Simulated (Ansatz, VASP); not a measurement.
**CdSe: VASP beside Ansatz**

```
CELL_PARAMETERS angstrom
0.00000 2.87396 2.87396
2.87396 0.00000 2.87396
2.87396 2.87396 0.00000
ATOMIC_POSITIONS crystal
Cd 0.00000 0.00000 0.00000
Se 0.50000 0.50000 0.50000
```

Alike in both runs: task single point; functional revPBE; k mesh 4 × 4 × 4; occupations methfessel-paxton of order 1, width 0.0035 eV; no spin polarisation.

|  | VASP | Ansatz |
| --- | --- | --- |
| version | VASP 6.6.1 | Ansatz 0.2.0 |
| potentials or method | VASP PAW PBE potentials, release 64 (Cd, Se) | scalar-relativistic, plane waves |
| plane-wave cutoff (eV) | 500 | 580 |
| valence electrons in the cell | 18 | 36 |

```tsv
	VASP	Ansatz	Ansatz less VASP
gap on the k mesh at the Fermi level (eV)	none	none	-
pressure (GPa)	2.0	1.7	-0.31
```

VASP's potentials were made for PBE, not for revPBE. A gap of «none» marks a metal or a gap that the smearing closes. With one functional, cell and mesh, what is left measures potentials, basis and numerics. VASP's potentials hold 18 valence electrons a cell and Ansatz's 36, so a difference there can come from the potentials and not from the codes.

The k mesh is coarse, so the values compare programs but aren't converged.
